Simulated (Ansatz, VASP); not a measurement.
**Cr in VASP and in Ansatz**

The input INCAR:

```
SYSTEM = Cr
PREC     = Accurate       ! precision mode
ENCUT    = 500            ! plane-wave cutoff, eV
EDIFF    = 1E-6           ! SCF threshold, eV
ISMEAR   = 0              ! smearing method
SIGMA    = 0.1            ! smearing width, eV
LREAL    = .FALSE.        ! projectors in reciprocal space
LASPH    = .TRUE.         ! aspherical terms in the spheres
NELM     = 120            ! most SCF steps
ALGO     = Normal         ! electronic algorithm
ISIF     = 2              ! what is computed and relaxed
LWAVE    = .FALSE.        ! write WAVECAR
LCHARG   = .FALSE.        ! write CHGCAR
GGA      = PE             ! functional
NBANDS   = 12             ! bands
GGA_COMPAT= .FALSE.
```

KPOINTS

```
Automatic mesh
0
G
  8 8 8
  0 0 0
```

Contents of POSCAR:

```
Cr
1.0
   -1.4000000000      1.4000000000      1.4000000000
    1.4000000000     -1.4000000000      1.4000000000
    1.4000000000      1.4000000000     -1.4000000000
Cr
1
Direct
    0.0000000000      0.0000000000      0.0000000000
```

Input for Ansatz:

```yaml
crystal:
  lattice:
    - [-1.4, 1.4, 1.4]
    - [1.4, -1.4, 1.4]
    - [1.4, 1.4, -1.4]
  atoms:
    - { symbol: Cr, position: [0.0, 0.0, 0.0] }
basis:
  ecutwfc: 420
kpoints:
  mp_grid: { grid: [8, 8, 8] }
hamiltonian:
  xc: pbe
  pseudopotentials: { kind: paw, azcp: { folder: soft_1 } }
scf:
  occupations: { method: gaussian, width: 0.1 }
output:
  forces: true
  stress: true
  eigenvalues: true
```

Alike in both runs: task single point; functional PBE; k mesh 8 × 8 × 8; occupations gaussian, width 0.1 eV; no spin polarisation.

```csv
,VASP,Ansatz
version,VASP 6.6.1,Ansatz 0.2.0
potentials or method,"VASP PAW PBE potentials, release 64 (Cr_pv), cutoff 500 eV","scalar-relativistic, plane waves, PAW"
valence electrons in the cell,12,14
```

|  | VASP | Ansatz | Ansatz less VASP |
| --- | --- | --- | --- |
| gap on the k mesh at the Fermi level (eV) | none | none | - |
| pressure (GPa) | 14.9 | 15.6 | +0.69 |

A gap of «none» marks a metal or a gap that the smearing closes. With one functional, cell and mesh, what is left measures potentials, basis and numerics. VASP's potentials hold 12 valence electrons a cell and Ansatz's 14, so a difference there can come from the potentials and not from the codes.

The k mesh is coarse, so the values compare programs but aren't converged.
